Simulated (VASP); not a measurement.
# ScB3S (P4/mmm) in VASP: a series of runs, part 2 of 3

VASP 6.6.1. Earlier steps stand in the parts before.

### Step 4. Single point, PBE

This run uses another cell than the first one, of 11.97 Å³/atom, 0.994 times its volume.

Input file INCAR:

```
  PREC = Accurate
  ENCUT = 520
  EDIFF = 1E-6
  ISMEAR = 0
  SIGMA = 0.1
  LREAL = False
  LASPH = True
  NELM = 100
  ALGO = Normal
  ISIF = 2
  LWAVE = False
  LCHARG = False
  GGA = PE
  NBANDS = 21
```

Input file KPOINTS:

```
Automatic mesh
0
Gamma
  6 6 4
```

Input file POSCAR:

```
ScB3S
1.0
    3.2762662883      0.0000000000      0.0000000000
    0.0000000000      3.2762662883      0.0000000000
    0.0000000000      0.0000000000      5.5753063312
Sc B S
1 3 1
Direct
    0.5000000000      0.5000000000      0.5000000000
    0.0000000000      0.0000000000      0.3605338182
    0.0000000000      0.0000000000      0.6394661818
    0.5000000000      0.5000000000      0.0000000000
    0.0000000000      0.0000000000      0.0000000000
```

Potentials or basis: VASP PAW PBE potentials, release 64 (Sc_sv, B, S).

Run with:

```console
> cat potpaw_PBE.64/Sc_sv/POTCAR potpaw_PBE.64/B/POTCAR potpaw_PBE.64/S/POTCAR > POTCAR
> mpirun -np 1 vasp_std > vasp.out
```

OUTCAR:

```text
PREC = Accurate
   ENCUT = 520
   EDIFF = 1E-6
   ISMEAR = 0
   LREAL = False
   LASPH = True
   NELM = 100
   ISIF = 2
   GGA = PE

 ion  position               nearest neighbor table
   1  0.500  0.500  0.500-   2 2.44   3 2.44   2 2.44   3 2.44   2 2.44   3 2.44   2 2.44   3 2.44
                             4 2.79   4 2.79
   2  0.000  0.000  0.361-   3 1.56   5 2.01   1 2.44   1 2.44   1 2.44   1 2.44
   3  0.000  0.000  0.639-   2 1.56   5 2.01   1 2.44   1 2.44   1 2.44   1 2.44
   4  0.500  0.500  0.000-   5 2.32   5 2.32   5 2.32   5 2.32   1 2.79   1 2.79
   5  0.000  0.000  0.000-   2 2.01   3 2.01   4 2.32   4 2.32   4 2.32   4 2.32

  LATTYP: Found a simple tetragonal cell.
 ALAT       =     3.2762662883
 C/A-ratio  =     1.7017256354

  Lattice vectors:

 A1 = (   3.2762662883,   0.0000000000,   0.0000000000)
 A2 = (   0.0000000000,   3.2762662883,   0.0000000000)
 A3 = (   0.0000000000,   0.0000000000,   5.5753063312)

Analysis of symmetry for initial positions (statically):
=====================================================================
 Subroutine PRICEL returns:
 Original cell was already a primitive cell.

 Routine SETGRP: Setting up the symmetry group for a
 simple tetragonal supercell.

 Subroutine GETGRP returns: Found 16 space group operations
 (whereof 16 operations were pure point group operations)
 out of a pool of 16 trial point group operations.

The static configuration has the point symmetry D_4h.

Analysis of symmetry for dynamics (positions and initial velocities):
=====================================================================
 Subroutine PRICEL returns:
 Original cell was already a primitive cell.

 Routine SETGRP: Setting up the symmetry group for a
 simple tetragonal supercell.

 Subroutine GETGRP returns: Found 16 space group operations
 (whereof 16 operations were pure point group operations)
 out of a pool of 16 trial point group operations.

The dynamic configuration has the point symmetry D_4h.

 Subroutine INISYM returns: Found 16 space group operations
 (whereof 16 operations are pure point group operations),
 and found     1 'primitive' translations

----------------------------------------------------------------------------------------

                                     Primitive cell

  volume of cell :      59.8449

  direct lattice vectors                    reciprocal lattice vectors
     3.276266288  0.000000000  0.000000000     0.305225495  0.000000000  0.000000000
     0.000000000  3.276266288  0.000000000     0.000000000  0.305225495  0.000000000
     0.000000000  0.000000000  5.575306331     0.000000000  0.000000000  0.179362342

  length of vectors
     3.276266288  3.276266288  5.575306331     0.305225495  0.305225495  0.179362342

  position of ions in fractional coordinates (direct lattice)
     0.500000000  0.500000000  0.500000000
     0.000000000  0.000000000  0.360533818
     0.000000000  0.000000000  0.639466182
     0.500000000  0.500000000  0.000000000
     0.000000000  0.000000000  0.000000000

  ion indices of the primitive-cell ions
   primitive index   ion index
                 1           1
                 2           2
                 3           3
                 4           4
                 5           5

----------------------------------------------------------------------------------------

 KPOINTS: Automatic mesh

Automatic generation of k-mesh.
 Grid dimensions read from file:
 generate k-points for:    6    6    4

 Generating k-lattice:

  Cartesian coordinates                     Fractional coordinates (reciprocal lattice)
     0.050870916  0.000000000  0.000000000     0.166666667  0.000000000  0.000000000
     0.000000000  0.050870916  0.000000000     0.000000000  0.166666667  0.000000000
     0.000000000  0.000000000  0.044840585     0.000000000  0.000000000  0.250000000

  Length of vectors
     0.050870916  0.050870916  0.044840585

  Shift w.r.t. Gamma in fractional coordinates (k-lattice)
     0.000000000  0.000000000  0.000000000

 Subroutine IBZKPT returns following result:
 ===========================================

 Found     30 irreducible k-points:

 Following reciprocal coordinates:
            Coordinates               Weight
  0.000000  0.000000  0.000000      1.000000
  0.166667  0.000000  0.000000      4.000000
  0.333333  0.000000  0.000000      4.000000
  0.500000  0.000000  0.000000      2.000000
  0.166667  0.166667  0.000000      4.000000
  0.333333  0.166667  0.000000      8.000000
[... 16 lines left out ...]
  0.333333  0.000000  0.500000      4.000000
  0.500000  0.000000  0.500000      2.000000
 [... further k-points ...]
   k-points           NKPTS =     30   k-points in BZ     NKDIM =     30   number of bands    NBANDS=     21
   number of dos      NEDOS =    301   number of ions     NIONS =      5
   total plane-waves  NPLWV =  24192
   dimension x,y,z NGX =    24 NGY =   24 NGZ =   42
   dimension x,y,z NGXF=    48 NGYF=   48 NGZF=   84
   ions per type =               1   3   1
   NGX,Y,Z   is equivalent  to a cutoff of  12.18, 12.18, 12.52 a.u.
   NGXF,Y,Z  is equivalent  to a cutoff of  24.36, 24.36, 25.05 a.u.
 SYSTEM =  unknown system
   PREC   = accura    normal or accurate (medium, high low for compatibility)
   ISTART =      0    job   : 0-new  1-cont  2-samecut
   ICHARG =      2    charge: 1-file 2-atom 10-const
   ISPIN  =      1    spin polarized calculation?
   LNONCOLLINEAR =      F non collinear calculations
   LSORBIT =      F    spin-orbit coupling
   LASPH  =      T    aspherical Exc in radial PAW
   ENCUT  =  520.0 eV  38.22 Ry    6.18 a.u.   6.09  6.09 10.37*2*pi/ulx,y,z
   NELM   =    100;   NELMIN=  2; NELMDL= -5     # of ELM steps
   EDIFF  = 0.1E-05   stopping-criterion for ELM
   LREAL  =      F    real-space projection
   EDIFFG = 0.1E-04   stopping-criterion for IOM
   NSW    =      0    number of steps for IOM
   IBRION =     -1    ionic relax: 0-MD 1-quasi-New 2-CG
   NFREE  =      0    steps in history (QN), initial steepest desc. (CG)
   ISIF   =      2    stress and relaxation
   ISYM   =      2    0-nonsym 1-usesym 2-fastsym
   POTIM  = 0.5000    time-step for ionic-motion
   TEBEG  =    0.0;   TEEND  =   0.0 temperature during run
   PSTRESS=    0.0 pullay stress
   NELECT =      26.0000    total number of electrons
   NUPDOWN=      -1.0000    fix difference up-down
   EMIN   =  10.00;   EMAX   =-10.00  energy-range for DOS
   EFERMI =   0.00;   METHOD = LEGACY
   ISMEAR =     0;   SIGMA  =   0.10  broadening in eV -4-tet -1-fermi 0-gaus
   EFERMI_NEDOS =   21; number of points for ismear=-14 and -15
   IALGO  =     38    algorithm
   IMIX   =      4    mixing-type and parameters
     AMIX     =   0.40;   BMIX     =  1.00
     AMIX_MAG =   1.60;   BMIX_MAG =  1.00
  volume/ion in A,a.u.               =      11.97        80.77
  Fermi-wavevector in a.u.,A,eV,Ry     =   1.239910  2.343091 20.917289  1.537377
  Thomas-Fermi vector in A             =   2.374373
   LORBIT       =      0    0 simple, 1 ext, 2 COOP (PROOUT), +10 PAW based schemes
   GGA     = PE    functional components
   LHFCALC =     F    Hartree Fock is set to
   AEXX    =    0.0000 exact exchange contribution
   IVDW    =     0    specifies the selected vdW correction
   LEPSILON=     F    determine dielectric tensor
   LRPA    =     F    only Hartree local field effects (RPA)
 non-spin polarized calculation
 Gauss-broadening in eV      SIGMA  =   0.10
  energy-cutoff  :      520.00
  volume of cell :       59.84
 maximum number of plane-waves:      1648
   NGX = 13   NGY = 13   NGZ = 21

 number of electron      25.9999994 magnetization

 Free energy of the ion-electron system (eV)
  ---------------------------------------------------
  ext. energy  EPLUGINS =         0.00000000
  ---------------------------------------------------
  free energy    TOTEN  =       -26.59024960 eV

  energy without entropy =      -26.57774778  energy(sigma->0) =      -26.58399869

 E-fermi :   5.7296     XC(G=0): -11.1191

 val. band max:        5.7256377270   @ k =   0.1667   0.0000   0.2500
 cond. band min:       5.7627941858   @ k =   0.1667   0.1667   0.2500
 fundamental gap:      0.0371564588
 Fermi energy:         5.7296329276

 k-point     1 :       0.0000    0.0000    0.0000
  band No.  band energies     occupation
      1     -42.4467      2.00000
      2     -21.2413      2.00000
      3     -20.9971      2.00000
      4     -20.9971      2.00000
      5     -10.2482      2.00000
      6      -3.6329      2.00000
[... 550 lines left out ...]
      5      -9.1354      2.00000
      6      -3.2693      2.00000
[... 13 lines left out ...]
     20      11.4614      0.00000
     21      12.1354      0.00000

 [... further k-points ...]
[... 5 lines left out ...]
  --------------------------------------------------------------------------------------
  -------------------------------------------------------------------------------------
  Total        0.0451706      0.0451706      0.0040724      0.0000000     -0.0000000     -0.0000000
  in kB        1.2093155      1.2093155      0.1090258      0.0000000     -0.0000000     -0.0000000
  external PRESSURE =       0.8425522 kB  Pullay stress =       0.0000000 kB

 VOLUME and BASIS-vectors are now :
 -----------------------------------------------------------------------------
  energy-cutoff  :      520.00
  volume of cell :       59.84
      direct lattice vectors                 reciprocal lattice vectors
     3.276266288  0.000000000  0.000000000     0.305225495  0.000000000  0.000000000
     0.000000000  3.276266288  0.000000000     0.000000000  0.305225495  0.000000000
     0.000000000  0.000000000  5.575306331     0.000000000  0.000000000  0.179362342

 POSITION                                       TOTAL-FORCE (eV/Angst)
 -----------------------------------------------------------------------------------
      1.63813      1.63813      2.78765         0.000000      0.000000      0.000000
      0.00000      0.00000      2.01009         0.000000      0.000000     -0.041381
      0.00000      0.00000      3.56522         0.000000      0.000000      0.041381
      1.63813      1.63813      0.00000         0.000000      0.000000      0.000000
      0.00000      0.00000      0.00000         0.000000      0.000000      0.000000
 -----------------------------------------------------------------------------------
    total drift:                                0.000000      0.000000     -0.000000

  FREE ENERGIE OF THE ION-ELECTRON SYSTEM (eV)
  ---------------------------------------------------
  free  energy   TOTEN  =       -26.5902496018 eV

  energy  without entropy=      -26.5777477787  energy(sigma->0) =      -26.58399869
```

stdout:

```text
POSCAR found type information on POSCAR ScB S
 POSCAR found :  3 types and       5 ions
 scaLAPACK will be used
 LDA part: xc-table for (Slater+PW92), standard interpolation
 POSCAR, INCAR and KPOINTS ok, starting setup
 FFT: planning ... GRIDC
 FFT: planning ... GRID_SOFT
 FFT: planning ... GRID
 WAVECAR not read
 entering main loop
```

Run time: 35 s. Hardware: 1 thread of Intel Xeon Platinum 8259CL at 2.50GHz (Skylake/Cascade Lake), shared host; peak memory 0.18 GiB.

Results:

```yaml
Free_energy: -26.5902 eV
Pressure: 0.1 GPa
Largest_force: 0.041 eV/Å
Band_gap_on_the_k_mesh: zero (band 13 reaches 6.96 eV, above the bottom of band 14 at 4.59 eV)
```

Forces in eV/Å, atoms in the order of the input:
```
Sc   0.000  0.000  0.000
B    0.000  0.000 -0.041
B    0.000  0.000  0.041
B    0.000  0.000  0.000
S    0.000  0.000  0.000
```

Levels at points of the mesh, in eV from the Fermi level:
| k point | band 10 | band 11 | band 12 | band 13 | band 14 | band 15 | band 16 | band 17 |
| --- | --- | --- | --- | --- | --- | --- | --- | --- |
| (0.00, 0.00, 0.00) | -3.10 | 0.17 | 0.61 | 1.23 | 1.23 | 1.78 | 1.79 | 1.79 |
| (0.50, 0.00, 0.00) | -2.74 | -1.91 | -0.55 | 0.60 | 1.22 | 1.46 | 1.84 | 2.59 |
| (0.50, 0.50, 0.00) | -5.30 | -1.41 | -1.41 | -1.14 | -1.14 | 0.83 | 2.23 | 4.14 |
| (0.00, 0.00, 0.50) | -3.00 | -1.94 | 0.42 | 0.42 | 0.67 | 0.69 | 2.67 | 2.67 |
| (0.50, 0.00, 0.50) | -2.21 | -2.11 | -1.52 | -0.54 | 1.03 | 1.22 | 2.57 | 2.81 |
| (0.50, 0.50, 0.50) | -5.07 | -2.49 | -2.49 | -0.38 | 0.16 | 0.42 | 0.42 | 5.23 |

(Part 2 of 3 ends here.)
